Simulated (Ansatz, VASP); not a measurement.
Zr3Ag: VASP beside Ansatz

Contents of INCAR:

```
SYSTEM = Zr3Ag
PREC     = Accurate       ! precision mode
ENCUT    = 520            ! plane-wave cutoff, eV
EDIFF    = 1E-6           ! SCF threshold, eV
ISMEAR   = -1             ! smearing method
SIGMA    = 0.05           ! smearing width, eV
LREAL    = .FALSE.        ! projectors in reciprocal space
LASPH    = .TRUE.         ! aspherical terms in the spheres
NELM     = 100            ! most SCF steps
ALGO     = Normal         ! electronic algorithm
ISIF     = 2              ! what is computed and relaxed
LWAVE    = .FALSE.        ! write WAVECAR
LCHARG   = .FALSE.        ! write CHGCAR
NBANDS   = 32             ! bands
```

The input KPOINTS:

```
Automatic mesh
0
G
  8 8 9
  0 0 0
```

POSCAR

```
Zr3Ag
1.0
    4.2912065573      0.0000000000      0.0000000000
    0.0000000000      4.2912065573      0.0000000000
    0.0000000000      0.0000000000      4.3131323219
Zr Ag
3 1
Direct
    0.5000000000      0.5000000000      0.0000000000
    0.0000000000      0.5000000000      0.5000000000
    0.5000000000      0.0000000000      0.5000000000
    0.0000000000      0.0000000000      0.0000000000
```

Input for Ansatz:

```yaml
crystal:
  lattice:
    - [4.2912065573, 0.0, 0.0]
    - [0.0, 4.2912065573, 0.0]
    - [0.0, 0.0, 4.3131323219]
  atoms:
    - { symbol: Zr, position: [0.5, 0.5, 0.0] }
    - { symbol: Zr, position: [0.0, 0.5, 0.5] }
    - { symbol: Zr, position: [0.5, 0.0, 0.5] }
    - { symbol: Ag, position: [0.0, 0.0, 0.0] }
kpoints:
  mp_grid: { grid: [8, 8, 9] }
  band_path:
    path:
      - [0.0, 0.0, 0.0]
      - [0.0, 0.5, 0.0]
      - [0.5, 0.5, 0.0]
      - [0.0, 0.0, 0.0]
      - [0.0, 0.0, 0.5]
      - [0.0, 0.5, 0.5]
      - [0.5, 0.5, 0.5]
      - [0.0, 0.0, 0.5]
      - [0.0, 0.5, 0.0]
    npoints: 14
scf:
  occupations: { method: fermi_dirac, width: 0.05 }
hamiltonian:
  xc: lda
  pseudopotentials: { kind: all_electron, lapw: { basis_error: 0.0005 } }
output:
  forces: true
  stress: true
  eigenvalues: true
  populations: true
```

Alike in both runs: task single point; functional LDA; k mesh 8 × 8 × 9; occupations fermi-dirac, width 0.05 eV; no spin polarisation.

|  | VASP | Ansatz |
| --- | --- | --- |
| version | VASP 6.6.1 | Ansatz 0.2.0 |
| potentials or method | VASP PAW LDA potentials, release 64 (Zr_sv, Ag), cutoff 520 eV | all-electron LAPW, scalar-relativistic |

```csv
,VASP,Ansatz,Ansatz less VASP
pressure (GPa),0.2,0.0,-0.14
```

LDA's correlation is that of Perdew and Zunger in VASP and of Perdew and Wang (1992) in Ansatz. Ansatz ran all-electron here, and VASP with PAW potentials.
